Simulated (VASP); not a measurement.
# TaN (P6_3/mmc) in VASP: further runs, part 2 of 2

VASP 6.6.1. Earlier steps stand in the parts before.

**3. Single point, PBE (equal xx and yy strain of +2 %)**

INCAR reads:

```
SYSTEM = TaN
PREC = Accurate
ENCUT = 520
EDIFF = 1E-6
ISMEAR = -1
SIGMA = 0.01
LREAL = .FALSE.
LASPH = .TRUE.
NELM = 60
ALGO = Normal
ISIF = 2
LWAVE = .FALSE.
LCHARG = .FALSE.
GGA = PE
NBANDS = 24
```

KPOINTS reads:

```
regular mesh
0
G
  9 9 5
  0 0 0
```

POSCAR reads:

```
TaN
1.0
    3.1089620182      0.0000000000      0.0000000000
   -1.5544810091      2.6924400871      0.0000000000
    0.0000000000      0.0000000000      4.9180000000
Ta N
2 2
Direct
    0.0000000000      0.0000000000      0.0000000000
    0.0000000000      0.0000000000      0.5000000000
    0.3333333333      0.6666666667      0.2500000000
    0.6666666667      0.3333333333      0.7500000000
```

Potentials or basis: VASP PAW PBE potentials, release 64 (Ta_pv, N).

On the command line:

```console
cat potpaw_PBE.64/Ta_pv/POTCAR potpaw_PBE.64/N/POTCAR > POTCAR
mpirun -np 1 vasp_std > vasp.out
```

OUTCAR:

```text
SYSTEM = TaN
   PREC = Accurate
   ENCUT = 520
   EDIFF = 1E-6
   ISMEAR = -1
   LREAL = .FALSE.
   LASPH = .TRUE.
   NELM = 60
   ISIF = 2
   GGA = PE

 ion  position               nearest neighbor table
   1  0.000  0.000  0.000-   3 2.18   4 2.18   3 2.18   4 2.18   4 2.18   3 2.18   2 2.46   2 2.46

   2  0.000  0.000  0.500-   3 2.18   4 2.18   3 2.18   4 2.18   4 2.18   3 2.18   1 2.46   1 2.46

   3  0.333  0.667  0.250-   1 2.18   2 2.18   1 2.18   2 2.18   1 2.18   2 2.18
   4  0.667  0.333  0.750-   1 2.18   2 2.18   1 2.18   2 2.18   1 2.18   2 2.18

  LATTYP: Found a hexagonal cell.
 ALAT       =     3.1089620182
 C/A-ratio  =     1.5818784441

  Lattice vectors:

 A1 = (   3.1089620182,   0.0000000000,   0.0000000000)
 A2 = (  -1.5544810091,   2.6924400871,   0.0000000000)
 A3 = (   0.0000000000,   0.0000000000,   4.9180000000)

Analysis of symmetry for initial positions (statically):
=====================================================================
 Subroutine PRICEL returns:
 Original cell was already a primitive cell.

[... 169 lines left out ...]
  ext. energy  EPLUGINS =         0.00000000
  ---------------------------------------------------
  free energy    TOTEN  =       -41.53717155 eV

  energy without entropy =      -41.53447028  energy(sigma->0) =      -41.53582091

 E-fermi :   9.4675     XC(G=0): -13.5132

 val. band max:        9.4645922115   @ k =   0.3333   0.2222   0.2000
 cond. band min:       9.4695288165   @ k =   0.3333   0.1111   0.2000
 fundamental gap:      0.0049366050
 Fermi energy:         9.4675385462

 k-point     1 :       0.0000    0.0000    0.0000
  band No.  band energies     occupation
      1     -27.6849      2.00000
      2     -25.9846      2.00000
      3     -25.9846      2.00000
      4     -25.6135      2.00000
      5     -25.6135      2.00000
      6     -24.7075      2.00000
[... 637 lines left out ...]
     23      16.3827      0.00000
     24      16.3827      0.00000

 [... further k-points ...]
[... 5 lines left out ...]
  --------------------------------------------------------------------------------------
  -------------------------------------------------------------------------------------
  Total        4.4415078      4.4415078     24.5934570      0.0000000      0.0000000      0.0000000
  in kB      172.8586141    172.8586141    957.1503746      0.0000000      0.0000000      0.0000000
  external PRESSURE =     434.2892010 kB  Pullay stress =       0.0000000 kB

 VOLUME and BASIS-vectors are now :
 -----------------------------------------------------------------------------
  energy-cutoff  :      520.00
  volume of cell :       41.17
      direct lattice vectors                 reciprocal lattice vectors
     3.108962018  0.000000000  0.000000000     0.321650761  0.185705154  0.000000000
    -1.554481009  2.692440087  0.000000000     0.000000000  0.371410307  0.000000000
     0.000000000  0.000000000  4.918000000     0.000000000  0.000000000  0.203334689

 POSITION                                       TOTAL-FORCE (eV/Angst)
 -----------------------------------------------------------------------------------
      0.00000      0.00000      0.00000         0.000000      0.000000      0.000000
      0.00000      0.00000      2.45900         0.000000      0.000000      0.000000
     -0.00000      1.79496      1.22950        -0.000000      0.000000      0.000000
      1.55448      0.89748      3.68850         0.000000      0.000000     -0.000000
 -----------------------------------------------------------------------------------
    total drift:                               -0.000000      0.000000      0.000000

  FREE ENERGIE OF THE ION-ELECTRON SYSTEM (eV)
  ---------------------------------------------------
  free  energy   TOTEN  =       -41.5371715493 eV

  energy  without entropy=      -41.5344702794  energy(sigma->0) =      -41.53582091
```

stdout:

```text
POSCAR found type information on POSCAR TaN
 POSCAR found :  2 types and       4 ions
 scaLAPACK will be used
 LDA part: xc-table for (Slater+PW92), standard interpolation
 POSCAR, INCAR and KPOINTS ok, starting setup
 FFT: planning ... GRIDC
 FFT: planning ... GRID_SOFT
 FFT: planning ... GRID
 WAVECAR not read
 entering main loop
```

Run time: 46 s. Hardware: 1 thread of AMD EPYC 7R13, shared host; peak memory 0.15 GiB.

Results:

```
Free energy            : -41.5372 eV
Pressure               : 43.4 GPa
Band gap on the k mesh : zero (band 16 reaches 10.22 eV, above the bottom of band 17 at 7.53 eV)
```

Levels at points of the mesh, in eV from the Fermi level:
| k point | band 12 | band 13 | band 14 | band 15 | band 16 | band 17 | band 18 | band 19 | band 20 | band 21 |
| --- | --- | --- | --- | --- | --- | --- | --- | --- | --- | --- |
| (0.00, 0.00, 0.00) | -5.12 | -3.59 | -3.59 | -3.48 | -1.94 | -1.94 | -0.55 | -0.55 | 2.44 | 4.22 |

Caveat: the cell differs from its parent crystal (equal xx and yy strain of +2 %); spin-orbit coupling is left out, which moves the levels of the heavy elements.

**4. Single point, PBE (volume scaled by 0.96)**

INCAR reads:

```
ALGO = Normal
EDIFF = 1E-6
ENCUT = 520
GGA = PE
ISIF = 2
ISMEAR = -1
LASPH = True
LCHARG = False
LREAL = False
LWAVE = False
NBANDS = 24
NELM = 60
PREC = Accurate
SIGMA = 0.01
```

KPOINTS reads:

```
k-points
0
Gamma
  9 9 5
```

POSCAR reads:

```
TaN
1.0
    3.0068077129      0.0000000000      0.0000000000
   -1.5034038564      2.6039718636      0.0000000000
    0.0000000000      0.0000000000      4.8515323926
Ta N
2 2
Direct
    0.0000000000      0.0000000000      0.0000000000
    0.0000000000      0.0000000000      0.5000000000
    0.3333333333      0.6666666667      0.2500000000
    0.6666666667      0.3333333333      0.7500000000
```

On the command line:

```console
cat potpaw_PBE.64/Ta_pv/POTCAR potpaw_PBE.64/N/POTCAR > POTCAR
mpirun -np 1 vasp_std > vasp.out
```

Wall time 48 s (1 thread of Intel Xeon 8259CL, shared host); peak memory 0.17 GiB.

It converged, with:

```
Free energy            : -40.5706 eV
Pressure               : 85.1 GPa
Band gap on the k mesh : zero (band 16 reaches 11.11 eV, above the bottom of band 17 at 8.42 eV)
```

Stress tensor (GPa, compression positive):
```
 52.72   0.00   0.00
  0.00  52.72   0.00
  0.00   0.00 149.78
```

Levels at points of the mesh, in eV from the Fermi level:
| k point | band 13 | band 14 | band 15 | band 16 | band 17 | band 18 | band 19 | band 20 |
| --- | --- | --- | --- | --- | --- | --- | --- | --- |
| (0.00, 0.00, 0.00) | -3.73 | -3.73 | -3.70 | -1.94 | -1.94 | -0.66 | -0.66 | 3.24 |

Caveat: spin-orbit coupling is left out, which moves the levels of the heavy elements.

**5. Overview**

| cell | gap on the mesh (eV) | pressure (GPa) |
| --- | --- | --- |
| a = 3.018, b = 3.018, c = 4.918 Å, angles 90.0, 90.0, 120.0°, 4 atoms | none | 71.0 |
| a = 3.109, b = 3.109, c = 4.918 Å, angles 90.0, 90.0, 120.0°, 4 atoms | none | 43.4 |
| a = 3.007, b = 3.007, c = 4.852 Å, angles 90.0, 90.0, 120.0°, 4 atoms | none | 85.1 |

Alike in all rows: task single point; level PBE; potentials or basis VASP PAW PBE potentials, release 64 (Ta_pv, N); no spin polarisation; k mesh 9 × 9 × 5; cutoff (eV) 520; smearing fermi-dirac 0.01 eV.

Caveats: spin-orbit coupling is left out, which moves the levels of the heavy elements.

Total energies depend on the potentials used, so only differences within one code and one set of settings carry meaning.
